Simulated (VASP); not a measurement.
A run of VASP 6.6.1 is set up as follows.

INCAR

```
PREC     = Accurate       # precision mode
ENCUT    = 600            # plane-wave cutoff, eV
EDIFF    = 1E-6           # SCF threshold, eV
ISMEAR   = -1             # smearing method
SIGMA    = 0.01           # smearing width, eV
LREAL    = F              # projectors in reciprocal space
LASPH    = T              # aspherical terms in the spheres
NELM     = 120            # most SCF steps
ALGO     = Normal         # electronic algorithm
ISIF     = 2              # what is computed and relaxed
LWAVE    = F              # write WAVECAR
LCHARG   = F              # write CHGCAR
GGA      = PS             # functional
NBANDS   = 16             # bands
GGA_COMPAT= F
```

KPOINTS

```
regular mesh
0
Gamma
  9 9 9
```

The input POSCAR:

```
ZrN
1.0
    0.0000000000      2.2842300000      2.3527569000
    2.2842300000      0.0000000000      2.3527569000
    2.2842300000      2.2842300000      0.0000000000
Zr N
1 1
Direct
    0.0000000000      0.0000000000      0.0000000000
    0.5000000000      0.5000000000      0.5000000000
```

Potentials or basis: VASP PAW PBE potentials, release 64 (Zr_sv, N).

Launch:

```bash
$ cat potpaw_PBE.64/Zr_sv/POTCAR potpaw_PBE.64/N/POTCAR > POTCAR
$ mpirun -np 1 vasp_std > vasp.out
```

What does it give for the band gap on the k mesh?

Zero (an odd number of electrons rules out a gap without spin polarisation).

Estimate the pressure.

-9.3 GPa.

Stress tensor (GPa, compression positive):
```
 -5.79   0.00   0.00
  0.00  -5.79   0.00
  0.00   0.00 -16.22
```

Caveat: the cell differs from its parent crystal (zz strain of +3 %); the cell stands under tension; the PAW data sets were made with another functional, which shifts forces and pressure a little.
